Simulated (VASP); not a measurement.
Wanted: the native input for a VASP 6.6.1 run.

| Item | Value |
| --- | --- |
| Task | single point |
| Functional | PBE |
| Potentials or basis | VASP PAW PBE potentials, release 64 (Ni) |
| Cutoff | 520 eV |
| k mesh | 22 × 22 × 22 |
| Occupations | gaussian, width 0.15 eV |
| Spin | collinear spin, ferromagnetic start |
| Starting moments | [0.75] μB |
| Dipole correction | no |
| Further INCAR settings | ALGO = Fast; EDIFF = 1e-07; NBANDS = 15 |

The structure of Ni lies in POSCAR:

```
Ni
1.0
    0.0000000000      1.8206134584      2.0229038427
    1.4336231581      0.0000000000      2.0229038427
    1.4336231581      1.8206134584      0.0000000000
Ni
1
Direct
    0.0000000000      0.0000000000      0.0000000000
```

This cell differs from its parent crystal: strain +e along x and -e along y -0.1100, strain +e along z and -e/2 along x and y +0.1500.

One way to write it, as run:

INCAR

```
SYSTEM = Ni
ALGO = Fast
EDIFF = 1E-7
ENCUT = 520
GGA = PE
ISIF = 2
ISMEAR = 0
ISPIN = 2
LASPH = .True.
LCHARG = .False.
LMAXMIX = 4
LORBIT = 11
LREAL = .False.
LWAVE = .False.
MAGMOM = 0.75
NBANDS = 15
NELM = 150
PREC = Accurate
SIGMA = 0.15
```

KPOINTS

```
k-points
0
Gamma
  22 22 22
  0 0 0
```

Potentials or basis: VASP PAW PBE potentials, release 64 (Ni).

Launch:

```console
$ cat potpaw_PBE.64/Ni/POTCAR > POTCAR
$ mpirun -np 1 vasp_std > vasp.out
```

Results of the run:

```yaml
Pressure: 9.8 GPa
Net_moment: 0.50 μB per cell
Site_moments: Ni +0.51 μB
Valence_electrons_inside_the_program's_atomic_spheres: Ni 9.38
```

Caveat: the cell differs from its parent crystal (strain +e along x and -e along y -0.1100, strain +e along z and -e/2 along x and y +0.1500); the stress differs along the axes, from -8 to 23 GPa.

Run time: 13 min on 1 thread of Intel Xeon 8259CL, with other jobs on the host, peak memory 0.45 GiB.
